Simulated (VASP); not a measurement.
# Al2N (P-3m1) in VASP: further runs, part 2 of 2

VASP 6.6.1.

### Step 4. Single point, PBE

This run uses another cell than the first one, of 13.67 Å³/atom.

Input file INCAR:

```
  PREC = Accurate
  ENCUT = 520
  EDIFF = 1E-7
  ISMEAR = 0
  SIGMA = 0.1
  LREAL = False
  LASPH = True
  NELM = 60
  ALGO = Normal
  ISIF = 2
  LWAVE = False
  LCHARG = True
  GGA = PE
  LELF = True
  LVHAR = True
  NBANDS = 20
```

Input file KPOINTS:

```
regular mesh
0
Gamma
  12 12 4
```

Input file POSCAR:

```
Al2N
1.0
    3.0845979195      0.0000000000      0.0000000000
   -1.5422989598      2.6713401587      0.0000000000
    0.0000000000      0.0000000000      9.9519643397
Al N
4 2
Direct
    0.0000000000      0.0000000000      0.3641072581
    0.0000000000      0.0000000000      0.6358927419
    0.6666666667      0.3333333333      0.1039717438
    0.3333333333      0.6666666667      0.8960282562
    0.6666666667      0.3333333333      0.2922005946
    0.3333333333      0.6666666667      0.7077994054
```

Run with:

```bash
cat potpaw_PBE.64/Al/POTCAR potpaw_PBE.64/N/POTCAR > POTCAR
mpirun -np 1 vasp_std > vasp.out
```

Wall time 94 s (1 thread of Intel Xeon Platinum 8488C (Sapphire Rapids), shared host); peak memory 0.24 GiB.

It converged, with:

```yaml
Free_energy: -35.2517 eV
Pressure: -0.1 GPa
Largest_force: 0.013 eV/Å
Band_gap_on_the_k_mesh: zero (bands 11 and 12 overlap by 0.45 eV)
```

Forces on the atoms (eV/Å):
```
Al   0.000  0.000 -0.008
Al   0.000  0.000  0.008
Al   0.000  0.000 -0.004
Al   0.000  0.000  0.004
N    0.000  0.000  0.013
N    0.000  0.000 -0.013
```

Stress tensor (GPa, compression positive):
```
-0.10  0.00  0.00
 0.00 -0.10  0.00
 0.00  0.00 -0.18
```

Levels at points of the mesh, in eV from the Fermi level:
| k point | band 7 | band 8 | band 9 | band 10 | band 11 | band 12 | band 13 | band 14 | band 15 | band 16 |
| --- | --- | --- | --- | --- | --- | --- | --- | --- | --- | --- |
| (0.00, 0.00, 0.00) | -2.04 | -2.03 | -2.03 | -1.65 | -1.58 | 3.70 | 4.44 | 7.33 | 7.72 | 8.64 |
| (0.50, 0.00, 0.00) | -3.41 | -3.31 | -3.02 | -2.97 | -0.60 | 0.16 | 2.30 | 2.90 | 4.15 | 4.72 |
| (0.00, 0.00, 0.50) | -2.04 | -2.04 | -2.03 | -2.03 | 0.23 | 2.47 | 5.71 | 6.26 | 8.25 | 8.61 |
| (0.50, 0.00, 0.50) | -3.57 | -3.46 | -3.01 | -2.97 | -0.52 | 1.20 | 1.45 | 2.24 | 4.74 | 4.91 |

Caveat: semilocal functionals underestimate gaps, so a narrow gap can read as zero.

### Step 5. Relaxation of cell and atoms, PBE

Input file INCAR:

```
PREC = Accurate
ENCUT = 600
EDIFF = 1E-7
ISMEAR = 0
SIGMA = 0.1
LREAL = False
LASPH = True
NELM = 80
ALGO = Normal
ISIF = 3
LWAVE = False
LCHARG = False
GGA = PE
IBRION = 2
NSW = 100
EDIFFG = -0.01
```

Input file KPOINTS:

```
Automatic mesh
0
Gamma
  12 12 4
```

Input file POSCAR:

```
Al2N
1.0
    3.0504936693      0.0000000000      0.0000000000
   -1.5252468347      2.6418050117      0.0000000000
    0.0000000000      0.0000000000     10.3577011850
Al N
4 2
Direct
    0.0000000000      0.0000000000      0.3677877151
    0.0000000000      0.0000000000      0.6322122849
    0.6666666667      0.3333333333      0.1170793654
    0.3333333333      0.6666666667      0.8829206346
    0.6666666667      0.3333333333      0.2994193839
    0.3333333333      0.6666666667      0.7005806161
```

Potentials or basis: VASP PAW PBE potentials, release 64 (Al, N).

Run with:

```bash
cat potpaw_PBE.64/Al/POTCAR potpaw_PBE.64/N/POTCAR > POTCAR
mpirun -np 1 vasp_std > vasp.out
```

OUTCAR:

```text
PREC = Accurate
   ENCUT = 600
   EDIFF = 1E-7
   ISMEAR = 0
   LREAL = False
   LASPH = True
   NELM = 80
   ISIF = 3
   GGA = PE
   IBRION = 2
   NSW = 100
   EDIFFG = -0.01

 ion  position               nearest neighbor table
   1  0.000  0.000  0.368-   5 1.90   5 1.90   5 1.90   2 2.74   3 3.14   3 3.14   3 3.14
   2  0.000  0.000  0.632-   6 1.90   6 1.90   6 1.90   1 2.74   4 3.14   4 3.14   4 3.14
   3  0.667  0.333  0.117-   5 1.89   4 3.00   4 3.00   4 3.00   1 3.14   1 3.14   1 3.14
   4  0.333  0.667  0.883-   6 1.89   3 3.00   3 3.00   3 3.00   2 3.14   2 3.14   2 3.14
   5  0.667  0.333  0.299-   3 1.89   1 1.90   1 1.90   1 1.90
   6  0.333  0.667  0.701-   4 1.89   2 1.90   2 1.90   2 1.90

  LATTYP: Found a hexagonal cell.
 ALAT       =     3.0504936693
 C/A-ratio  =     3.3954180234

  Lattice vectors:

 A1 = (   3.0504936693,   0.0000000000,   0.0000000000)
 A2 = (  -1.5252468347,   2.6418050117,   0.0000000000)
 A3 = (   0.0000000000,   0.0000000000,  10.3577011850)

Analysis of symmetry for initial positions (statically):
=====================================================================
 Subroutine PRICEL returns:
 Original cell was already a primitive cell.

 Routine SETGRP: Setting up the symmetry group for a
 hexagonal supercell.

 Subroutine GETGRP returns: Found 12 space group operations
 (whereof 12 operations were pure point group operations)
 out of a pool of 24 trial point group operations.

The static configuration has the point symmetry D_3d.

Analysis of symmetry for dynamics (positions and initial velocities):
=====================================================================
 Subroutine PRICEL returns:
 Original cell was already a primitive cell.

 Routine SETGRP: Setting up the symmetry group for a
 hexagonal supercell.

 Subroutine GETGRP returns: Found 12 space group operations
 (whereof 12 operations were pure point group operations)
 out of a pool of 24 trial point group operations.

[... 157 lines left out ...]
  energy without entropy =      -35.16899663  energy(sigma->0) =      -35.17352360

------------------------ aborting loop because EDIFF is reached ----------------------------------------

  FORCE on cell =-STRESS in cart. coord.  units (eV):
  Direction    XX          YY          ZZ          XY          YZ          ZX
  --------------------------------------------------------------------------------------
  -------------------------------------------------------------------------------------
  Total       -0.0165880     -0.0165880     -1.0435585      0.0000000      0.0000000     -0.0000000
  in kB       -0.3183972     -0.3183972    -20.0305613      0.0000000      0.0000000     -0.0000000
  external PRESSURE =      -6.8891186 kB  Pullay stress =       0.0000000 kB
[... 101 lines left out ...]
  FREE ENERGIE OF THE ION-ELECTRON SYSTEM (eV)
  ---------------------------------------------------
  free  energy   TOTEN  =       -35.1859300764 eV

  energy  without entropy=      -35.1770944369  energy(sigma->0) =      -35.18151226

[... ionic steps 4 to 16 ...]

--------------------------------------- Ionic step       17  -------------------------------------------

 number of electron      21.9999997 magnetization

------------------------ aborting loop because EDIFF is reached ----------------------------------------
[... 75 lines left out ...]
--------------------------------------- Ionic step       19  -------------------------------------------

 number of electron      21.9999997 magnetization

 Free energy of the ion-electron system (eV)
  ---------------------------------------------------
  ext. energy  EPLUGINS =         0.00000000
  ---------------------------------------------------
  free energy    TOTEN  =       -35.25603670 eV

  energy without entropy =      -35.24966426  energy(sigma->0) =      -35.25285048

 E-fermi :   6.8423     XC(G=0): -10.2197

 val. band max:        6.8223987273   @ k =   0.3333   0.2500   0.2500
 cond. band min:       6.8646608041   @ k =   0.2500   0.0000   0.5000
 fundamental gap:      0.0422620768
 Fermi energy:         6.8422685623

 k-point     1 :       0.0000    0.0000    0.0000
  band No.  band energies     occupation
      1      -9.2308      2.00000
      2      -9.1124      2.00000
      3      -2.6673      2.00000
      4       0.1351      2.00000
      5       0.2682      2.00000
      6       4.7955      2.00000
      7       4.7955      2.00000
      8       4.8079      2.00000
      9       4.8079      2.00000
     10       5.1925      2.00000
     11       5.2628      2.00000
     12      10.5402      0.00000
     13      11.2927      0.00000
     14      14.1751      0.00000
[... 401 lines left out ...]
      2      -8.8258      2.00000
      3      -2.0693      2.00000
      4      -0.0958      2.00000
      5       1.4510      2.00000
      6       3.0054      2.00000
      7       3.3956      2.00000
      8       4.5190      2.00000
      9       4.5471      2.00000
     10       4.9896      2.00000
     11       6.6376      1.99619
     12      10.4098      0.00000
     13      11.5239      0.00000
     14      12.2523      0.00000
     15      13.4846      0.00000

 [... further k-points ...]
[... 5 lines left out ...]
  --------------------------------------------------------------------------------------
  -------------------------------------------------------------------------------------
  Total        0.0007744      0.0007744     -0.0098583     -0.0000000     -0.0000000      0.0000000
  in kB        0.0151517      0.0151517     -0.1928852     -0.0000000     -0.0000000      0.0000000
  external PRESSURE =      -0.0541939 kB  Pullay stress =       0.0000000 kB
[... 21 lines left out ...]
  FREE ENERGIE OF THE ION-ELECTRON SYSTEM (eV)
  ---------------------------------------------------
  free  energy   TOTEN  =       -35.2560367005 eV

  energy  without entropy=      -35.2496642558  energy(sigma->0) =      -35.25285048

 reached required accuracy - stopping structural energy minimisation
```

It took 15 min on 1 thread of Intel Xeon Platinum 8488C (Sapphire Rapids), shared host; peak memory 0.26 GiB.

Results:

```yaml
Free_energy: -35.2560 eV
Relaxed_volume: 13.65 Å³/atom
Relaxed_cell: a = 3.083 Å, b = 3.083 Å, c = 9.946 Å, α = 90.00°, β = 90.00°, γ = 120.00°
Space_group_after_relaxing_to_0.1_Å: P-3m1 (No. 164)
Energy_gained_by_relaxing: 13.0 meV/atom
Ionic_steps: 19
Pressure_after_relaxing: 0.0 GPa
Largest_force_after_relaxing: 0.009 eV/Å
Band_gap_on_the_k_mesh: zero (bands 11 and 12 overlap by 0.45 eV)
```

Forces on the atoms (eV/Å):
```
Al   0.000  0.000  0.001
Al   0.000  0.000 -0.001
Al   0.000  0.000 -0.009
Al   0.000  0.000  0.009
N    0.000  0.000 -0.003
N    0.000  0.000  0.003
```

The path:
```csv
step,energy change (eV),largest force (eV/Å),pressure (GPa),volume (Å³)
1,0.0000,0.1455,-0.69,83.47
2,-0.0075,0.3433,0.32,82.75
3,-0.0079,0.4169,0.64,82.54
4,-0.0126,0.4238,0.65,82.41
5,-0.0266,0.4316,0.75,82.02
6,-0.0469,0.3368,1.22,81.24
7,-0.0043,0.7502,3.29,79.64
8,-0.0481,0.3352,1.49,80.99
9,-0.0603,0.3374,0.63,81.36
10,-0.0634,0.3355,-0.03,81.67
11,-0.0702,0.2102,-0.14,81.83
12,-0.0754,0.1479,-0.29,82.13
13,-0.0769,0.0593,-0.01,81.95
14,-0.0772,0.0650,0.17,81.83
15,-0.0779,0.0311,0.03,81.85
16,-0.0779,0.0356,0.00,81.85
17,-0.0779,0.0173,0.02,81.86
18,-0.0780,0.0116,0.03,81.86
19,-0.0780,0.0086,-0.01,81.89
```

Final structure:
```
Al N
1.0
     3.08327    0.00000    0.00000
    -1.54163    2.67019    0.00000
     0.00000    0.00000    9.94625
Al N
4 2
Direct
  0.00000 0.00000 0.36418
  0.00000 0.00000 0.63582
  0.66667 0.33333 0.10405
  0.33333 0.66667 0.89595
  0.66667 0.33333 0.29237
  0.33333 0.66667 0.70763
```

Caveat: semilocal functionals underestimate gaps, so a narrow gap can read as zero.

### Step 6. The runs side by side

```tsv
task	cell	k mesh	cutoff (eV)	smearing	gap on the mesh (eV)	pressure (GPa)	relaxed volume (Å³/atom)	largest force (eV/Å)
single point	a = 3.050, b = 3.050, c = 10.358 Å, angles 90.0, 90.0, 120.0°, 6 atoms, atomic positions A	5 × 5 × 2	520	gaussian 0.2 eV	none	-0.1	-	0.02
relaxation of cell and atoms	relaxed from a = 3.433, b = 3.433, c = 8.408 Å, angles 90.0, 90.0, 120.0°, 6 atoms, atomic positions B	5 × 5 × 2	600	gaussian 0.2 eV	none	0.1	13.84	0.04
single point	a = 3.085, b = 3.085, c = 9.952 Å, angles 90.0, 90.0, 120.0°, 6 atoms, atomic positions C	12 × 12 × 4	520	gaussian 0.1 eV	none	-0.1	-	0.01
relaxation of cell and atoms	relaxed from a = 3.050, b = 3.050, c = 10.358 Å, angles 90.0, 90.0, 120.0°, 6 atoms, atomic positions A	12 × 12 × 4	600	gaussian 0.1 eV	none	0.0	13.65	0.01
```

Alike in all rows: level PBE; potentials or basis VASP PAW PBE potentials, release 64 (Al, N); no spin polarisation.

Caveats: some runs use coarse meshes; semilocal functionals underestimate gaps, so a narrow gap can read as zero; a cell axis changed by over 15 % at a fixed basis, so the end point is rough (at least some runs); the relaxation stopped at a loose force limit of 0.08 eV/Å, so its end isn't a converged minimum (at least some runs).

Total energies depend on the potentials used, so only differences within one code and one set of settings carry meaning.
